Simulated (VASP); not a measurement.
# Be3Te2Se in VASP: a series of runs

Runs on Be3Te2Se. Level: PBE. Tasks: single point, relaxation of cell and atoms.

Everything below comes from runs of VASP 6.6.1. Logs are shortened: lines on timing, memory, paths and dates and some standing lists are left out, and cuts for length are marked.

### 1 The cell of the first run

The typed cell holds 12 atoms: a = 3.915 Å, b = 7.830 Å, c = 8.645 Å, α = 103.09°, β = 103.08°, γ = 90.00°.

### 2 Single point, PBE

Input file INCAR:

```
ALGO     = Normal         # electronic algorithm
EDIFF    = 1E-6           # SCF threshold, eV
ENCUT    = 520            # plane-wave cutoff, eV
GGA      = PE             # functional
ISIF     = 2              # what is computed and relaxed
ISMEAR   = 0              # smearing method
LASPH    = T              # aspherical terms in the spheres
LCHARG   = F              # write CHGCAR
LREAL    = F              # projectors in reciprocal space
LWAVE    = F              # write WAVECAR
NBANDS   = 36             # bands
NELM     = 80             # most SCF steps
PREC     = Accurate       # precision mode
SIGMA    = 0.1            # smearing width, eV
```

Input file KPOINTS:

```
k-points
0
Gamma
  4 2 4
```

Input file POSCAR:

```
Be3Te2Se
1.0
   -0.0000362777     -3.9148395667      0.0002599013
    7.8300160873      0.0000738097     -0.0003360011
   -1.9575622460      1.9576517882      8.1893653565
Be Te Se
6 4 2
Direct
    0.7499961379      0.1249994100      0.4999950610
    0.7499905377      0.6249978345      0.5000089021
    0.0745938528      0.2873144385      0.1492260552
    0.0746629163      0.7873022266      0.1492289011
    0.4253855458      0.4626952862      0.8507559088
    0.4254066458      0.9627106957      0.8507740813
    0.6624965153      0.3312512781      0.3250439024
    0.6625506247      0.8312482833      0.3250449100
    0.3374580868      0.1687373166      0.6749549401
    0.3374618815      0.6687477166      0.6749708299
    0.0000015893     -0.0000027564      0.0000028427
   -0.0000043340      0.4999982706     -0.0000063346
```

Potentials or basis: VASP PAW PBE potentials, release 64 (Be, Te, Se).

The run is started by

```console
> cat potpaw_PBE.64/Be/POTCAR potpaw_PBE.64/Te/POTCAR potpaw_PBE.64/Se/POTCAR > POTCAR
> mpirun -np 1 vasp_std > vasp.out
```

OUTCAR:

```text
EDIFF = 1E-6
   ENCUT = 520
   GGA = PE
   ISIF = 2
   ISMEAR = 0
   LASPH = T
   LREAL = F
   NELM = 80
   PREC = Accurate

 ion  position               nearest neighbor table
   1  0.750  0.125  0.500-   9 2.43   9 2.43   7 2.43   8 2.43
   2  0.750  0.625  0.500-  10 2.43  10 2.43   7 2.43   8 2.43
   3  0.075  0.287  0.149-  11 2.31  12 2.31   7 2.43   7 2.43
   4  0.075  0.787  0.149-  12 2.31  11 2.31   8 2.43   8 2.43
   5  0.425  0.463  0.851-  12 2.31  12 2.31  10 2.43   9 2.43
   6  0.425  0.963  0.851-  11 2.31  11 2.31  10 2.43   9 2.43
   7  0.662  0.331  0.325-   1 2.43   2 2.43   3 2.43   3 2.43
   8  0.663  0.831  0.325-   1 2.43   2 2.43   4 2.43   4 2.43
   9  0.337  0.169  0.675-   1 2.43   1 2.43   5 2.43   6 2.43
  10  0.337  0.669  0.675-   2 2.43   2 2.43   5 2.43   6 2.43
  11  0.000  1.000  0.000-   6 2.31   6 2.31   3 2.31   4 2.31
  12  1.000  0.500  1.000-   4 2.31   5 2.31   5 2.31   3 2.31

  LATTYP: Found a base centered monoclinic cell.
 ALAT       =    31.9257897202
 B/A-ratio  =     0.1226231085
 C/A-ratio  =     0.2452567709
 COS(beta)  =    -0.8583718995

  Lattice vectors:

 A1 = ( -13.7024699286,  -1.9577994076,  -8.1886933543)
 A2 = ( -13.7024336509,   1.9570401591,  -8.1889532556)
 A3 = (   7.8300160873,   0.0000738097,  -0.0003360011)

Analysis of symmetry for initial positions (statically):
=====================================================================
 Subroutine PRICEL returns:
 Original cell was already a primitive cell.

 Routine SETGRP: Setting up the symmetry group for a
 base centered monoclinic supercell.

 Subroutine GETGRP returns: Found  1 space group operations
 (whereof  1 operations were pure point group operations)
 out of a pool of  4 trial point group operations.

The static configuration has the point symmetry C_1 .

Analysis of symmetry for dynamics (positions and initial velocities):
=====================================================================
 Subroutine PRICEL returns:
 Original cell was already a primitive cell.

 Routine SETGRP: Setting up the symmetry group for a
 base centered monoclinic supercell.

 Subroutine GETGRP returns: Found  1 space group operations
 (whereof  1 operations were pure point group operations)
 out of a pool of  4 trial point group operations.

The dynamic configuration has the point symmetry C_1 .

 Subroutine INISYM returns: Found  1 space group operations
 (whereof  1 operations are pure point group operations),
 and found     1 'primitive' translations

----------------------------------------------------------------------------------------

                                     Primitive cell

  volume of cell :     251.0321

  direct lattice vectors                    reciprocal lattice vectors
    -0.000036278 -3.914839567  0.000259901     0.000005028 -0.255434255  0.061062262
     7.830016087  0.000073810 -0.000336001     0.127714968  0.000000843  0.030528416
    -1.957562246  1.957651788  8.189365356     0.000005240  0.000008107  0.122108899

  length of vectors
     3.914839575  7.830016095  8.644660515     0.262631412  0.131312975  0.122108899

  position of ions in fractional coordinates (direct lattice)
     0.749996138  0.124999410  0.499995061
     0.749990538  0.624997835  0.500008902
     0.074593853  0.287314438  0.149226055
     0.074662916  0.787302227  0.149228901
     0.425385546  0.462695286  0.850755909
     0.425406646  0.962710696  0.850774081
     0.662496515  0.331251278  0.325043902
     0.662550625  0.831248283  0.325044910
     0.337458087  0.168737317  0.674954940
     0.337461881  0.668747717  0.674970830
     0.000001589  0.999997244  0.000002843
     0.999995666  0.499998271  0.999993665

  ion indices of the primitive-cell ions
   primitive index   ion index
                 1           1
                 2           2
                 3           3
                 4           4
                 5           5
                 6           6
                 7           7
                 8           8
                 9           9
                10          10
                11          11
                12          12

----------------------------------------------------------------------------------------

 KPOINTS: k-points

Automatic generation of k-mesh.
 Grid dimensions read from file:
 generate k-points for:    4    2    4

 Generating k-lattice:

  Cartesian coordinates                     Fractional coordinates (reciprocal lattice)
     0.000001257 -0.063858564  0.015265565     0.250000000  0.000000000  0.000000000
     0.063857484  0.000000422  0.015264208     0.000000000  0.500000000  0.000000000
     0.000001310  0.000002027  0.030527225     0.000000000 -0.000000000  0.250000000

  Length of vectors
     0.065657853  0.065656487  0.030527225

  Shift w.r.t. Gamma in fractional coordinates (k-lattice)
     0.000000000  0.000000000  0.000000000

 -----------------------------------------------------------------------------
|                                                                             |
|           W    W    AA    RRRRR   N    N  II  N    N   GGGG   !!!           |
|           W    W   A  A   R    R  NN   N  II  NN   N  G    G  !!!           |
|           W    W  A    A  R    R  N N  N  II  N N  N  G       !!!           |
|           W WW W  AAAAAA  RRRRR   N  N N  II  N  N N  G  GGG   !            |
|           WW  WW  A    A  R   R   N   NN  II  N   NN  G    G                |
|           W    W  A    A  R    R  N    N  II  N    N   GGGG   !!!           |
|                                                                             |
|     Your reciprocal lattice and k-lattice belong to different lattice       |
|     classes:                                                                |
|                                                                             |
|        The reciprocal lattice is triclinic,                                 |
|        whereas your k-lattice is base-centered monoclinic.                  |
|                                                                             |
|     Results are often still useful ...                                      |
|                                                                             |
 -----------------------------------------------------------------------------

 Subroutine IBZKPT returns following result:
 ===========================================

 Found     20 irreducible k-points:

 Following reciprocal coordinates:
            Coordinates               Weight
  0.000000  0.000000  0.000000      1.000000
  0.250000  0.000000  0.000000      2.000000
  0.500000  0.000000  0.000000      1.000000
  0.000000  0.500000  0.000000      1.000000
  0.250000  0.500000  0.000000      2.000000
  0.500000  0.500000  0.000000      1.000000
[... 12 lines left out ...]
  0.250000  0.500000  0.500000      2.000000
  0.500000  0.500000  0.500000      1.000000
   k-points           NKPTS =     20   k-points in BZ     NKDIM =     20   number of bands    NBANDS=     36
   number of dos      NEDOS =    301   number of ions     NIONS =     12
   total plane-waves  NPLWV = 115200
   dimension x,y,z NGX =    30 NGY =   60 NGZ =   64
   dimension x,y,z NGXF=    60 NGYF=  120 NGZF=  128
   ions per type =               6   4   2
   NGX,Y,Z   is equivalent  to a cutoff of  12.74, 12.74, 12.31 a.u.
   NGXF,Y,Z  is equivalent  to a cutoff of  25.48, 25.48, 24.62 a.u.
 SYSTEM =  unknown system
   PREC   = accura    normal or accurate (medium, high low for compatibility)
   ISTART =      0    job   : 0-new  1-cont  2-samecut
   ICHARG =      2    charge: 1-file 2-atom 10-const
   ISPIN  =      1    spin polarized calculation?
   LNONCOLLINEAR =      F non collinear calculations
   LSORBIT =      F    spin-orbit coupling
   LASPH  =      T    aspherical Exc in radial PAW
   ENCUT  =  520.0 eV  38.22 Ry    6.18 a.u.   7.28 14.56 16.07*2*pi/ulx,y,z
   NELM   =     80;   NELMIN=  2; NELMDL= -5     # of ELM steps
   EDIFF  = 0.1E-05   stopping-criterion for ELM
   LREAL  =      F    real-space projection
   EDIFFG = 0.1E-04   stopping-criterion for IOM
   NSW    =      0    number of steps for IOM
   IBRION =     -1    ionic relax: 0-MD 1-quasi-New 2-CG
   NFREE  =      0    steps in history (QN), initial steepest desc. (CG)
   ISIF   =      2    stress and relaxation
   ISYM   =      2    0-nonsym 1-usesym 2-fastsym
   POTIM  = 0.5000    time-step for ionic-motion
   TEBEG  =    0.0;   TEEND  =   0.0 temperature during run
   PSTRESS=    0.0 pullay stress
   NELECT =      48.0000    total number of electrons
   NUPDOWN=      -1.0000    fix difference up-down
   EMIN   =  10.00;   EMAX   =-10.00  energy-range for DOS
   EFERMI =   0.00;   METHOD = LEGACY
   ISMEAR =     0;   SIGMA  =   0.10  broadening in eV -4-tet -1-fermi 0-gaus
   EFERMI_NEDOS =   21; number of points for ismear=-14 and -15
   IALGO  =     38    algorithm
   IMIX   =      4    mixing-type and parameters
     AMIX     =   0.40;   BMIX     =  1.00
     AMIX_MAG =   1.60;   BMIX_MAG =  1.00
  volume/ion in A,a.u.               =      20.92       141.17
  Fermi-wavevector in a.u.,A,eV,Ry     =   0.943146  1.782287 12.102707  0.889524
  Thomas-Fermi vector in A             =   2.070825
   LORBIT       =      0    0 simple, 1 ext, 2 COOP (PROOUT), +10 PAW based schemes
   GGA     = PE    functional components
   LHFCALC =     F    Hartree Fock is set to
   AEXX    =    0.0000 exact exchange contribution
   IVDW    =     0    specifies the selected vdW correction
   LEPSILON=     F    determine dielectric tensor
   LRPA    =     F    only Hartree local field effects (RPA)
 non-spin polarized calculation
 Gauss-broadening in eV      SIGMA  =   0.10
  energy-cutoff  :      520.00
  volume of cell :      251.03
 maximum number of plane-waves:      6830
 NGX is ok and might be reduce to    30

 number of electron      47.9999999 magnetization

 Free energy of the ion-electron system (eV)
  ---------------------------------------------------
  ext. energy  EPLUGINS =         0.00000000
  ---------------------------------------------------
  free energy    TOTEN  =       -47.69798525 eV

  energy without entropy =      -47.69798525  energy(sigma->0) =      -47.69798525

 E-fermi :   4.9941     XC(G=0):  -9.0944

 val. band max:        4.5213252182   @ k =   0.0000   0.0000   0.0000
 cond. band min:       6.5363338596   @ k =   0.0000   0.0000   0.5000
 fundamental gap:      2.0150086413
 Fermi energy:         4.9940960018

 k-point     1 :       0.0000    0.0000    0.0000
  band No.  band energies     occupation
      1      -8.8157      2.00000
      2      -8.3200      2.00000
      3      -7.0710      2.00000
      4      -6.4713      2.00000
      5      -6.3522      2.00000
      6      -6.2953      2.00000
[... 28 lines left out ...]
     35       8.7167      0.00000
     36       9.3781      0.00000
[... 710 lines left out ...]
      6      -6.0252      2.00000
[... 28 lines left out ...]
     35      10.4404      0.00000
     36      10.4409      0.00000

------------------------ aborting loop because EDIFF is reached ----------------------------------------

  FORCE on cell =-STRESS in cart. coord.  units (eV):
  Direction    XX          YY          ZZ          XY          YZ          ZX
  --------------------------------------------------------------------------------------
  -------------------------------------------------------------------------------------
  Total        0.2352679      0.2424113      0.2443421     -0.0009706      0.0023388      0.0035624
  in kB        1.5015646      1.5471561      1.5594791     -0.0061945      0.0149268      0.0227363
  external PRESSURE =       1.5360666 kB  Pullay stress =       0.0000000 kB

 VOLUME and BASIS-vectors are now :
 -----------------------------------------------------------------------------
  energy-cutoff  :      520.00
  volume of cell :      251.03
      direct lattice vectors                 reciprocal lattice vectors
    -0.000036278 -3.914839567  0.000259901     0.000005028 -0.255434255  0.061062262
     7.830016087  0.000073810 -0.000336001     0.127714968  0.000000843  0.030528416
    -1.957562246  1.957651788  8.189365356     0.000005240  0.000008107  0.122108899

 POSITION                                       TOTAL-FORCE (eV/Angst)
 -----------------------------------------------------------------------------------
     -0.00005     -1.95729      4.09480        -0.000346      0.000265     -0.000087
      3.91492     -1.95720      4.09474        -0.000005      0.000019     -0.000272
      1.95755      0.00013      1.22199        -0.000253     -0.000126     -0.009575
      5.87246     -0.00010      1.22184         0.000023      0.000532     -0.009623
      1.95749      0.00020      6.96711        -0.000182      0.000155      0.010156
      5.87258      0.00019      6.96709        -0.000454      0.000384      0.009620
      1.95739     -1.95722      2.66196         0.000657     -0.000137      0.001615
      5.87237     -1.95739      2.66180         0.000261     -0.000064      0.001659
     -0.00006      0.00024      5.52748         0.000062     -0.000443     -0.001606
      3.91500      0.00030      5.52745         0.000007     -0.000216     -0.002137
      7.82999      0.00007     -0.00031         0.000385     -0.000251      0.000170
      1.95741     -1.95715      8.18941        -0.000156     -0.000117      0.000080
 -----------------------------------------------------------------------------------
    total drift:                               -0.000011     -0.000003     -0.000002

  FREE ENERGIE OF THE ION-ELECTRON SYSTEM (eV)
  ---------------------------------------------------
  free  energy   TOTEN  =       -47.6979852531 eV

  energy  without entropy=      -47.6979852531  energy(sigma->0) =      -47.69798525
```

It took 94 s on 1 thread of Intel Xeon 6975P-C (Granite Rapids), shared host; peak memory 0.42 GiB.

Results:

| Property | Result |
| --- | --- |
| Free energy | -47.6980 eV |
| Pressure | 0.2 GPa |
| Largest force | 0.010 eV/Å |
| Band gap on the k mesh | 2.02 eV |

Forces in eV/Å, atoms in the order of the input:
```
Be   0.000  0.000  0.000
Be   0.000  0.000  0.000
Be   0.000  0.000 -0.010
Be   0.000  0.001 -0.010
Be   0.000  0.000  0.010
Be   0.000  0.000  0.010
Te   0.001  0.000  0.002
Te   0.000  0.000  0.002
Te   0.000  0.000 -0.002
Te   0.000  0.000 -0.002
Se   0.000  0.000  0.000
Se   0.000  0.000  0.000
```

Caveat: spin-orbit coupling is left out, which moves the levels of the heavy elements. A k mesh can miss the band edges.

### 3 Relaxation of cell and atoms, PBE

This run uses another cell than the first one: it holds 6 atoms, not 12.

Input file INCAR:

```
SYSTEM = Be3Te2Se
PREC = Accurate
ENCUT = 600
EDIFF = 1E-6
ISMEAR = 0
SIGMA = 0.02
LREAL = .False.
LASPH = .True.
NELM = 80
ALGO = Normal
ISIF = 3
LWAVE = .False.
LCHARG = .False.
GGA = PE
IBRION = 2
NSW = 100
EDIFFG = -0.01
```

Input file KPOINTS:

```
Automatic mesh
0
Gamma
  10 10 10
  0 0 0
```

Input file POSCAR:

```
Be3Te2Se
1.0
   -1.9631936634      1.9631936634      8.1744492287
    1.9631936634     -1.9631936634      8.1744492287
    1.9631936634      1.9631936634     -8.1744492287
Be Te Se
3 2 1
Direct
    0.7500000000      0.2500000000      0.5000000000
    0.0742254798      0.5742254798      0.5000000000
    0.4257745202      0.9257745202      0.5000000000
    0.6623149473      0.6623149473      0.0000000000
    0.3376850527      0.3376850527      0.0000000000
    0.0000000000      0.0000000000      0.0000000000
```

Potentials or basis: VASP PAW PBE potentials, release 64 (Be, Te, Se).

The run is started by

```console
> cat potpaw_PBE.64/Be/POTCAR potpaw_PBE.64/Te/POTCAR potpaw_PBE.64/Se/POTCAR > POTCAR
> mpirun -np 1 vasp_std > vasp.out
```

Wall time 31 min (1 thread of Intel Xeon 6975P-C (Granite Rapids), shared host); peak memory 0.93 GiB.

Results (log left out):

* Free energy: -23.9220 eV
* Relaxed volume: 20.92 Å³/atom
* Relaxed cell: a = 8.699 Å, b = 8.699 Å, c = 8.699 Å, α = 154.09°, β = 154.09°, γ = 36.98°
* Space group after relaxing (to 0.05 Å): I-4m2 (No. 119)
* Energy gained by relaxing: 0.8 meV/atom
* Ionic steps: 7
* Pressure after relaxing: 0.0 GPa
* Largest force after relaxing: 0.007 eV/Å
* Band gap on the k mesh: 2.03 eV, indirect (least direct gap 2.11 eV)

Forces in eV/Å, atoms in the order of the input:
```
Be   0.000  0.000  0.000
Be   0.000  0.000  0.007
Be   0.000  0.000 -0.007
Te   0.000  0.000  0.005
Te   0.000  0.000 -0.005
Se   0.000  0.000  0.000
```

Step by step:
| step | energy change (eV) | largest force (eV/Å) | pressure (GPa) | volume (Å³) |
| --- | --- | --- | --- | --- |
| 1 | 0.0000 | 0.0318 | -0.25 | 126.02 |
| 2 | -0.0029 | 0.0198 | 0.04 | 125.41 |
| 3 | -0.0036 | 0.0180 | 0.25 | 125.00 |
| 4 | -0.0045 | 0.0116 | 0.02 | 125.47 |
| 5 | -0.0045 | 0.0116 | -0.02 | 125.57 |
| 6 | -0.0045 | 0.0116 | -0.02 | 125.58 |
| 7 | -0.0045 | 0.0069 | -0.02 | 125.55 |

Final structure:
```yaml
crystal:
  lattice:
    - [-1.95052, 1.95052, 8.24998]
    - [1.95052, -1.95052, 8.24998]
    - [1.95052, 1.95052, -8.24998]
  atoms:
    - { symbol: Be, position: [0.75000, 0.25000, 0.50000] }
    - { symbol: Be, position: [0.07451, 0.57451, 0.50000] }
    - { symbol: Be, position: [0.42549, 0.92549, 0.50000] }
    - { symbol: Te, position: [0.66252, 0.66252, 0.00000] }
    - { symbol: Te, position: [0.33748, 0.33748, 0.00000] }
    - { symbol: Se, position: [0.00000, 0.00000, 0.00000] }
```

Levels at points of the mesh, in eV from the valence-band top:
```tsv
k point	band 9	band 10	band 11	band 12	band 13	band 14	band 15	band 16
(0.00, 0.00, 0.00)	-1.86	-0.15	0.00	0.00	2.11	2.63	3.57	3.72
(0.50, 0.00, 0.00)	-2.15	-1.20	-0.83	-0.77	3.01	3.94	4.24	4.87
(0.50, 0.50, 0.00)	-3.30	-3.05	-2.68	-2.59	2.09	3.00	3.80	3.95
(0.50, 0.50, 0.50)	-1.26	-1.26	-0.69	-0.69	2.03	2.97	3.18	3.45
```

Caveat: spin-orbit coupling is left out, which moves the levels of the heavy elements. PBE gaps usually lie below the measured ones, often by a third to a half.
